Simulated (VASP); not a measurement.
Wanted: the native input for a VASP 6.6.1 run.

```yaml
Task: single point
Functional: B3LYP
Potentials_or_basis: VASP PAW PBE potentials, release 64 (Ga_d, As)
Cutoff: 520 eV
k_mesh: 4 × 4 × 4
Occupations: gaussian, width 0.01 eV
Spin: no spin polarisation
Dipole_correction: no
Grid_for_exact_exchange_PRECFOCK: Normal
Further_INCAR_settings: ALGO = Normal; EDIFF = 1e-06; NBANDS = 16
```

The system is GaAs.

```xyz
2
Lattice="0.0000 2.8268 2.8268 2.8268 0.0000 2.8268 2.8268 2.8268 0.0000" Properties=species:S:1:pos:R:3 pbc="T T T"
Ga    0.0000    0.0000    0.0000
As    1.4134    1.4134    1.4134
```

The input as run:

POSCAR

```
GaAs
1.0
    0.0000000000      2.8268500000      2.8268500000
    2.8268500000      0.0000000000      2.8268500000
    2.8268500000      2.8268500000      0.0000000000
Ga As
1 1
Direct
    0.0000000000      0.0000000000      0.0000000000
    0.2500000000      0.2500000000      0.2500000000
```

INCAR.step1

```
SYSTEM = GaAs
  PREC = Accurate
  ENCUT = 520
  EDIFF = 1E-5
  ISMEAR = 0
  SIGMA = 0.01
  LREAL = .False.
  LASPH = .True.
  NELM = 60
  ALGO = Normal
  ISIF = 2
  LWAVE = .True.
  LCHARG = .False.
  GGA = PE
  NBANDS = 16
```

INCAR.step2

```
SYSTEM = GaAs
  PREC = Accurate
  ENCUT = 520
  EDIFF = 1E-6
  ISMEAR = 0
  SIGMA = 0.01
  LREAL = .False.
  LASPH = .True.
  NELM = 60
  ALGO = Normal
  ISIF = 2
  LWAVE = .False.
  LCHARG = .False.
  GGA = B3
  LHFCALC = .True.
  AEXX = 0.2
  AGGAX = 0.72
  AGGAC = 0.81
  ALDAC = 0.19
  PRECFOCK = Normal
  ISTART = 1
  NBANDS = 16
```

KPOINTS

```
Automatic mesh
0
Gamma
  4 4 4
  0 0 0
```

Potentials or basis: VASP PAW PBE potentials, release 64 (Ga_d, As).

Run with:

```sh
$ cat potpaw_PBE.64/Ga_d/POTCAR potpaw_PBE.64/As/POTCAR > POTCAR
$ cp INCAR.step1 INCAR
$ mpirun -np 1 vasp_std > vasp.out
$ cp INCAR.step2 INCAR
$ mpirun -np 1 vasp_std > vasp.out
```

It gave:

```json
{
  "Pressure": "4.4 GPa",
  "Band gap on the k mesh": "1.70 eV, direct"
}
```

Caveat: the k points lie up to 0.48 Å⁻¹ apart; the PAW data sets were made with another functional, which shifts forces and pressure a little.

It took 5.9 min on 1 thread of AMD EPYC 7R13 Processor (Zen 3), on a shared host, peak memory 0.16 GiB.
